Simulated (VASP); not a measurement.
Runs of VASP 6.6.1 on MgO (Periclase). The structure is that of space group Fm-3m (No. 225), or close to it. The cells are those of the table. 

```csv
cell,gap on the mesh (eV),pressure (GPa)
"a = 2.812 Å, angles 60.0°, 2 atoms",6.50,(b)
"a = 2.568 Å, angles 60.0°, 2 atoms",8.91,181.0
"a = 2.620 Å, angles 60.0°, 2 atoms",8.98,(a)
"a = 2.980 Å, angles 60.0°, 2 atoms",4.62,-0.5
"a = 2.856 Å, angles 60.0°, 2 atoms",5.96,26.0
```

Alike in all rows: task single point; level PBEsol; potentials or basis VASP PAW PBE potentials, release 64 (Mg, O); no spin polarisation; k mesh 10 × 10 × 10; cutoff (eV) 520; smearing gaussian 0.05 eV.

Task: Fill in the values left out.

Result: (a) 137.4; (b) 39.4.

Caveats: the PAW data sets were made with another functional, which shifts forces and pressure a little.

A k mesh can miss the band edges.
